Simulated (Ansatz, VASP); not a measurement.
**Ta in VASP and in Ansatz**

The input INCAR:

```
ALGO = Fast
EDIFF = 1E-6
ENCUT = 520
GGA = PS
ISIF = 2
ISMEAR = 0
LASPH = T
LCHARG = F
LREAL = F
LWAVE = F
NBANDS = 12
NELM = 100
PREC = Accurate
SIGMA = 0.15
```

Contents of KPOINTS:

```
k-points
0
Gamma
  22 22 22
```

POSCAR

```
Ta
1.0
   -1.4503197089      1.6575082387      1.6575082387
    1.6575082387     -1.4503197089      1.6575082387
    1.6575082387      1.6575082387     -1.4503197089
Ta
1
Direct
    0.0000000000      0.0000000000      0.0000000000
```

Input for Ansatz:

```yaml
crystal:
  lattice:
    - [-1.4503197089, 1.6575082387, 1.6575082387]
    - [1.6575082387, -1.4503197089, 1.6575082387]
    - [1.6575082387, 1.6575082387, -1.4503197089]
  atoms:
    - { symbol: Ta, position: [0.0, 0.0, 0.0] }
basis:
  ecutwfc: 420
kpoints:
  mp_grid: { grid: [22, 22, 22] }
hamiltonian:
  xc: pbesol
scf:
  occupations: { method: gaussian, width: 0.15 }
output:
  forces: true
  stress: true
  eigenvalues: true
```

Alike in both runs: task single point; functional PBEsol; k mesh 22 × 22 × 22; occupations gaussian, width 0.15 eV; no spin polarisation.

|  | VASP | Ansatz |
| --- | --- | --- |
| version | VASP 6.6.1 | Ansatz 0.2.0 |
| potentials or method | VASP PAW PBE potentials, release 64 (Ta_pv), cutoff 520 eV | scalar-relativistic, plane waves, PAW |
| valence electrons in the cell | 11 | 13 |

Ansatz gave:

- gap on the k mesh at the Fermi level (eV): none
- pressure (GPa): -1.3
- traceless stress, the component that is largest in VASP (GPa): -6.21

Q: Estimate VASP's values.

A: gap on the k mesh at the Fermi level (eV): none; pressure (GPa): -1.1; traceless stress, the component that is largest in VASP (GPa): -6.20.

VASP's potentials were made for PBE, not for PBEsol. A gap of «none» marks a metal or a gap that the smearing closes. The functional is the same, so the differences come from potentials, cutoffs and numerics. VASP's potentials hold 11 valence electrons a cell and Ansatz's 13, so a difference there can come from the potentials and not from the codes.

Spin-orbit coupling is off throughout.
